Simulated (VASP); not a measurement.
# NiO (Fm-3m) in VASP: single point with PBEsol+U

Aim: the single point of NiO with PBEsol+U.

Program: VASP 6.6.1. These are calculated values, not measurements. Logs are shortened: lines on timing, memory, paths and dates and some standing lists are left out, and cuts for length are marked.

## Step 1: The cell of the first run

It takes space group Fm-3m (No. 225, cubic). Conventional cell: a = 4.183 Å, b = 4.183 Å, c = 4.183 Å, α = 90.00°, β = 90.00°, γ = 90.00°. Within 2.8 Å of Ni (site symmetry m-3m) lie 6 O at 2.09 Å. O (site symmetry m-3m) has 6 Ni at 2.09 Å within 2.8 Å.

## Step 2: Single point, PBEsol+U

Input file INCAR:

```
ALGO = Normal
EDIFF = 1E-6
ENCUT = 520
GGA = PS
ISIF = 2
ISMEAR = 0
LASPH = True
LCHARG = False
LDAU = True
LDAUJ = 0 0
LDAUL = 2 -1
LDAUPRINT = 1
LDAUTYPE = 2
LDAUU = 7.2 0
LMAXMIX = 4
LREAL = False
LWAVE = False
NBANDS = 15
NELM = 150
PREC = Accurate
SIGMA = 0.05
```

Input file KPOINTS:

```
k-points
0
Gamma
  10 10 10
```

Input file POSCAR:

```
NiO
1.0
    0.0000000000      2.0913095126      2.0913095126
    2.0913095126      0.0000000000      2.0913095126
    2.0913095126      2.0913095126      0.0000000000
Ni O
1 1
Direct
    0.0000000000      0.0000000000      0.0000000000
    0.5000000000      0.5000000000      0.5000000000
```

Potentials or basis: VASP PAW PBE potentials, release 64 (Ni, O).

Command:

```sh
cat potpaw_PBE.64/Ni/POTCAR potpaw_PBE.64/O/POTCAR > POTCAR
mpirun -np 1 vasp_std > vasp.out
```

OUTCAR:

```text
EDIFF = 1E-6
   ENCUT = 520
   GGA = PS
   ISIF = 2
   ISMEAR = 0
   LASPH = True
   LREAL = False
   NELM = 150
   PREC = Accurate

 ion  position               nearest neighbor table
   1  0.000  0.000  0.000-   2 2.09   2 2.09   2 2.09   2 2.09   2 2.09   2 2.09
   2  0.500  0.500  0.500-   1 2.09   1 2.09   1 2.09   1 2.09   1 2.09   1 2.09

  LATTYP: Found a face centered cubic cell.
 ALAT       =     4.1826190252

  Lattice vectors:

 A1 = (   0.0000000000,   2.0913095126,   2.0913095126)
 A2 = (   2.0913095126,   0.0000000000,   2.0913095126)
 A3 = (   2.0913095126,   2.0913095126,   0.0000000000)

Analysis of symmetry for initial positions (statically):
=====================================================================
 Subroutine PRICEL returns:
 Original cell was already a primitive cell.

 Routine SETGRP: Setting up the symmetry group for a
 face centered cubic supercell.

 Subroutine GETGRP returns: Found 48 space group operations
 (whereof 48 operations were pure point group operations)
 out of a pool of 48 trial point group operations.

The static configuration has the point symmetry O_h .

Analysis of symmetry for dynamics (positions and initial velocities):
=====================================================================
 Subroutine PRICEL returns:
 Original cell was already a primitive cell.

 Routine SETGRP: Setting up the symmetry group for a
 face centered cubic supercell.

 Subroutine GETGRP returns: Found 48 space group operations
 (whereof 48 operations were pure point group operations)
 out of a pool of 48 trial point group operations.

The dynamic configuration has the point symmetry O_h .

 Subroutine INISYM returns: Found 48 space group operations
 (whereof 48 operations are pure point group operations),
 and found     1 'primitive' translations

----------------------------------------------------------------------------------------

                                     Primitive cell

  volume of cell :      18.2930

  direct lattice vectors                    reciprocal lattice vectors
     0.000000000  2.091309513  2.091309513    -0.239084649  0.239084649  0.239084649
     2.091309513  0.000000000  2.091309513     0.239084649 -0.239084649  0.239084649
     2.091309513  2.091309513  0.000000000     0.239084649  0.239084649 -0.239084649

  length of vectors
     2.957558276  2.957558276  2.957558276     0.414106759  0.414106759  0.414106759

  position of ions in fractional coordinates (direct lattice)
     0.000000000  0.000000000  0.000000000
     0.500000000  0.500000000  0.500000000

  ion indices of the primitive-cell ions
   primitive index   ion index
                 1           1
                 2           2

----------------------------------------------------------------------------------------

 KPOINTS: k-points

Automatic generation of k-mesh.
 Grid dimensions read from file:
 generate k-points for:   10   10   10

 Generating k-lattice:

  Cartesian coordinates                     Fractional coordinates (reciprocal lattice)
    -0.023908465  0.023908465  0.023908465     0.100000000  0.000000000  0.000000000
     0.023908465 -0.023908465  0.023908465     0.000000000  0.100000000  0.000000000
     0.023908465  0.023908465 -0.023908465     0.000000000  0.000000000  0.100000000

  Length of vectors
     0.041410676  0.041410676  0.041410676

  Shift w.r.t. Gamma in fractional coordinates (k-lattice)
     0.000000000  0.000000000  0.000000000

 Subroutine IBZKPT returns following result:
 ===========================================

 Found     47 irreducible k-points:

 Following reciprocal coordinates:
            Coordinates               Weight
  0.000000  0.000000  0.000000      1.000000
  0.100000  0.000000  0.000000      8.000000
  0.200000  0.000000  0.000000      8.000000
  0.300000  0.000000  0.000000      8.000000
  0.400000  0.000000  0.000000      8.000000
  0.500000  0.000000  0.000000      4.000000
[... 42 lines left out ...]
   NFREE  =      0    steps in history (QN), initial steepest desc. (CG)
   ISIF   =      2    stress and relaxation
   ISYM   =      2    0-nonsym 1-usesym 2-fastsym
   POTIM  = 0.5000    time-step for ionic-motion
   TEBEG  =    0.0;   TEEND  =   0.0 temperature during run
   PSTRESS=    0.0 pullay stress
   NELECT =      16.0000    total number of electrons
   NUPDOWN=      -1.0000    fix difference up-down
   EMIN   =  10.00;   EMAX   =-10.00  energy-range for DOS
   EFERMI =   0.00;   METHOD = LEGACY
   ISMEAR =     0;   SIGMA  =   0.05  broadening in eV -4-tet -1-fermi 0-gaus
   EFERMI_NEDOS =   21; number of points for ismear=-14 and -15
   IALGO  =     38    algorithm
   IMIX   =      4    mixing-type and parameters
     AMIX     =   0.40;   BMIX     =  1.00
     AMIX_MAG =   1.60;   BMIX_MAG =  1.00
  volume/ion in A,a.u.               =       9.15        61.72
  Fermi-wavevector in a.u.,A,eV,Ry     =   1.565621  2.958594 33.350161  2.451168
  Thomas-Fermi vector in A             =   2.668070
   LORBIT       =      0    0 simple, 1 ext, 2 COOP (PROOUT), +10 PAW based schemes
 LDA+U is selected, type is set to LDAUTYPE =  2
   angular momentum for each species LDAUL =     2   -1
   U (eV)           for each species LDAUU =   7.2  0.0
   J (eV)           for each species LDAUJ =   0.0  0.0
   GGA     = PS    functional components
   LHFCALC =     F    Hartree Fock is set to
   AEXX    =    0.0000 exact exchange contribution
   IVDW    =     0    specifies the selected vdW correction
   LEPSILON=     F    determine dielectric tensor
   LRPA    =     F    only Hartree local field effects (RPA)
 non-spin polarized calculation
 Gauss-broadening in eV      SIGMA  =   0.05
  energy-cutoff  :      520.00
  volume of cell :       18.29
 maximum number of plane-waves:       531
 NGX is ok and might be reduce to    24
   NGX = 11   NGY = 11   NGZ = 11

atom =   1  type =  1  l = 2

 onsite density matrix

spin component  1

  0.9798 -0.0000 -0.0000 -0.0000 -0.0000
 -0.0000  0.9798 -0.0000  0.0000  0.0000
 -0.0000 -0.0000  0.6794 -0.0000  0.0000
 -0.0000  0.0000 -0.0000  0.9798  0.0000
 -0.0000  0.0000  0.0000  0.0000  0.6794

spin component  2

  0.9798 -0.0000 -0.0000 -0.0000 -0.0000
 -0.0000  0.9798 -0.0000  0.0000  0.0000
 -0.0000 -0.0000  0.6794 -0.0000  0.0000
 -0.0000  0.0000 -0.0000  0.9798  0.0000
 -0.0000  0.0000  0.0000  0.0000  0.6794

 occupancies and eigenvectors

  o =  0.6794  v =  0.0000  0.0000 -0.9996  0.0000  0.0286  0.0000  0.0000  0.0000  0.0000  0.0000      0.0000  0.0000  0.0000  0.0000  0.0000  0.0000  0.0000  0.0000  0.0000  0.0000
  o =  0.6794  v =  0.0000  0.0000  0.0000  0.0000  0.0000  0.0000  0.0000 -0.9996  0.0000  0.0286      0.0000  0.0000  0.0000  0.0000  0.0000  0.0000  0.0000  0.0000  0.0000  0.0000
  o =  0.6794  v =  0.0000 -0.0000  0.0286 -0.0000  0.9996  0.0000  0.0000  0.0000  0.0000  0.0000      0.0000  0.0000  0.0000  0.0000  0.0000  0.0000  0.0000  0.0000  0.0000  0.0000
  o =  0.6794  v =  0.0000  0.0000  0.0000  0.0000  0.0000  0.0000 -0.0000  0.0286 -0.0000  0.9996      0.0000  0.0000  0.0000  0.0000  0.0000  0.0000  0.0000  0.0000  0.0000  0.0000
  o =  0.9798  v =  0.0000  0.0000  0.0000  0.0000  0.0000  1.0000  0.0000  0.0000  0.0000  0.0000      0.0000  0.0000  0.0000  0.0000  0.0000  0.0000  0.0000  0.0000  0.0000  0.0000
  o =  0.9798  v =  1.0000  0.0000  0.0000  0.0000  0.0000  0.0000  0.0000  0.0000  0.0000  0.0000      0.0000  0.0000  0.0000  0.0000  0.0000  0.0000  0.0000  0.0000  0.0000  0.0000
  o =  0.9798  v =  0.0000  0.8300  0.0000  0.5578  0.0000  0.0000  0.0000  0.0000  0.0000  0.0000      0.0000  0.0000  0.0000  0.0000  0.0000  0.0000  0.0000  0.0000  0.0000  0.0000
  o =  0.9798  v =  0.0000  0.0000  0.0000  0.0000  0.0000  0.0000  0.8300  0.0000  0.5578  0.0000      0.0000  0.0000  0.0000  0.0000  0.0000  0.0000  0.0000  0.0000  0.0000  0.0000
  o =  0.9798  v =  0.0000  0.0000  0.0000  0.0000  0.0000  0.0000  0.5578  0.0000 -0.8300  0.0000      0.0000  0.0000  0.0000  0.0000  0.0000  0.0000  0.0000  0.0000  0.0000  0.0000
  o =  0.9798  v =  0.0000  0.5578  0.0000 -0.8300  0.0000  0.0000  0.0000  0.0000  0.0000  0.0000      0.0000  0.0000  0.0000  0.0000  0.0000  0.0000  0.0000  0.0000  0.0000  0.0000

 number of electron      16.0000005 magnetization

 Free energy of the ion-electron system (eV)
  ---------------------------------------------------
  ext. energy  EPLUGINS =         0.00000000
  ---------------------------------------------------
  free energy    TOTEN  =        -8.45380285 eV

  energy without entropy =       -8.45247143  energy(sigma->0) =       -8.45313714

 E-fermi :   6.8923     XC(G=0): -12.8641

 val. band max:        6.8712914717   @ k =  -0.4000   0.4000   0.1000
 cond. band min:       6.9527100242   @ k =   0.3000   0.2000   0.0000
 fundamental gap:      0.0814185525
 Fermi energy:         6.8923238647

 k-point     1 :       0.0000    0.0000    0.0000
  band No.  band energies     occupation
      1     -12.9517      2.00000
      2       2.9920      2.00000
      3       2.9920      2.00000
      4       2.9920      2.00000
      5       4.2537      2.00000
      6       4.2537      2.00000
      7       4.2537      2.00000
      8       5.2892      2.00000
      9       5.2892      2.00000
     10       9.1644      0.00000
     11      24.3402      0.00000
     12      24.3402      0.00000
     13      24.3402      0.00000
     14      25.3095      0.00000
[... 401 lines left out ...]
      2       0.3482      2.00000
      3       1.9327      2.00000
      4       2.5353      2.00000
      5       2.9906      2.00000
      6       4.3031      2.00000
      7       4.3923      2.00000
      8       5.9653      2.00000
      9       6.7590      1.99984
     10      14.2196      0.00000
     11      18.3034      0.00000
     12      18.6834      0.00000
     13      23.7117      0.00000
     14      24.2321      0.00000
     15      34.8123      0.00000

 [... further k-points ...]

------------------------ aborting loop because EDIFF is reached ----------------------------------------

  FORCE on cell =-STRESS in cart. coord.  units (eV):
  Direction    XX          YY          ZZ          XY          YZ          ZX
  --------------------------------------------------------------------------------------
  -------------------------------------------------------------------------------------
  Total       -2.8256639     -2.8256639     -2.8256639      0.0000000      0.0000000      0.0000000
  in kB     -247.4834435   -247.4834435   -247.4834435      0.0000000      0.0000000      0.0000000
  external PRESSURE =    -247.4834435 kB  Pullay stress =       0.0000000 kB

 VOLUME and BASIS-vectors are now :
 -----------------------------------------------------------------------------
  energy-cutoff  :      520.00
  volume of cell :       18.29
      direct lattice vectors                 reciprocal lattice vectors
     0.000000000  2.091309513  2.091309513    -0.239084649  0.239084649  0.239084649
     2.091309513  0.000000000  2.091309513     0.239084649 -0.239084649  0.239084649
     2.091309513  2.091309513  0.000000000     0.239084649  0.239084649 -0.239084649

 POSITION                                       TOTAL-FORCE (eV/Angst)
 -----------------------------------------------------------------------------------
      0.00000      0.00000      0.00000         0.000000      0.000000      0.000000
      2.09131      2.09131      2.09131        -0.000000     -0.000000      0.000000
 -----------------------------------------------------------------------------------
    total drift:                                0.000000     -0.000000     -0.000000

  FREE ENERGIE OF THE ION-ELECTRON SYSTEM (eV)
  ---------------------------------------------------
  free  energy   TOTEN  =        -8.4538028529 eV

  energy  without entropy=       -8.4524714272  energy(sigma->0) =       -8.45313714
```

Wall time 5.4 s (1 thread of Intel Xeon 6975P-C (Granite Rapids), shared host); peak memory 0.14 GiB.

Results:

```yaml
Free_energy: -8.4538 eV
Pressure: -24.7 GPa
Band_gap_on_the_k_mesh: zero (band 8 reaches 8.27 eV, above the bottom of band 9 at 5.29 eV)
```

Levels at points of the mesh, in eV from the Fermi level:
```
           k point  band 6  band 7  band 8  band 9  band 10  band 11
(0.00, 0.00, 0.00)   -2.64   -2.64   -1.60   -1.60     2.27    17.45
(0.50, 0.00, 0.00)   -2.93   -2.35    1.38    1.38     6.28    10.45
(0.50, 0.50, 0.00)   -2.89   -2.89   -1.21   -0.66     7.14    11.05
```

Eigenvalues of the final occupation matrices:
```csv
site,spin,trace,eigenvalues
site 1 d,1,4.30,0.68 0.68 0.98 0.98 0.98
site 1 d,2,4.30,0.68 0.68 0.98 0.98 0.98
```

Caveat: the PAW data sets were made with another functional, which shifts forces and pressure a little; the run has no spin polarisation, though such a crystal can be magnetic; U without spin polarisation on a metal has little footing. Spin polarisation is off, so any magnetic state and its effect on volume and gap are missing.
